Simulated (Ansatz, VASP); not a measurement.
Te2Mo in VASP and in Ansatz

Contents of INCAR:

```
ALGO     = Normal         # electronic algorithm
EDIFF    = 1E-6           # SCF threshold, eV
ENCUT    = 520            # plane-wave cutoff, eV
GGA      = PE             # functional
ISIF     = 2              # what is computed and relaxed
ISMEAR   = 0              # smearing method
LASPH    = T              # aspherical terms in the spheres
LCHARG   = F              # write CHGCAR
LREAL    = F              # projectors in reciprocal space
LWAVE    = F              # write WAVECAR
NBANDS   = 20             # bands
NELM     = 60             # most SCF steps
PREC     = Accurate       # precision mode
SIGMA    = 0.05           # smearing width, eV
```

File KPOINTS:

```
k-points
0
Gamma
  9 9 2
```

File POSCAR:

```
Te2Mo
1.0
    3.8038000000      0.0000000000      0.0000000000
   -1.9019000000      3.2941874309      0.0000000000
    0.0000000000      0.0000000000     16.6424000000
Te Mo
2 1
Direct
    0.3333333333      0.6666666667      0.8967969900
    0.3333333333      0.6666666667      0.1032030100
    0.0000000000      0.0000000000      0.0000000000
```

Input for Ansatz:

```yaml
crystal:
  lattice:
    - [3.8038, 0.0, 0.0]
    - [-1.9019, 3.2941874309, 0.0]
    - [0.0, 0.0, 16.6424]
  atoms:
    - { symbol: Te, position: [0.3333333333, 0.6666666667, 0.89679699] }
    - { symbol: Te, position: [0.3333333333, 0.6666666667, 0.10320301] }
    - { symbol: Mo, position: [0.0, 0.0, 0.0] }
basis:
  ecutwfc: 420
kpoints:
  mp_grid: { grid: [9, 9, 2] }
hamiltonian:
  xc: pbe
  pseudopotentials: { kind: paw, azcp: { folder: soft_1 } }
scf:
  occupations: { method: gaussian, width: 0.05 }
output:
  forces: true
  stress: true
  eigenvalues: true
```

Alike in both runs: task single point; functional PBE; k mesh 9 × 9 × 2; occupations gaussian, width 0.05 eV; no spin polarisation.

|  | VASP | Ansatz |
| --- | --- | --- |
| version | VASP 6.6.1 | Ansatz 0.2.0 |
| potentials or method | VASP PAW PBE potentials, release 64 (Te, Mo_sv), cutoff 520 eV | scalar-relativistic, plane waves, PAW |
| valence electrons in the cell | 26 | 46 |

```csv
,VASP,Ansatz,Ansatz less VASP
gap on the k mesh at the Fermi level (eV),0.39,0.40,+0.010
least direct gap on the mesh (eV),0.66,0.66,+0.001
rms of the force components (eV/Å),0.060,0.052,-0.0079
```

Atom by atom the forces differ by 0.008 eV/Å (rms over components). The functional is the same, so the differences come from potentials, cutoffs and numerics. VASP's potentials hold 26 valence electrons a cell and Ansatz's 46, so a difference there can come from the potentials and not from the codes.

Neither program's run includes spin-orbit coupling.
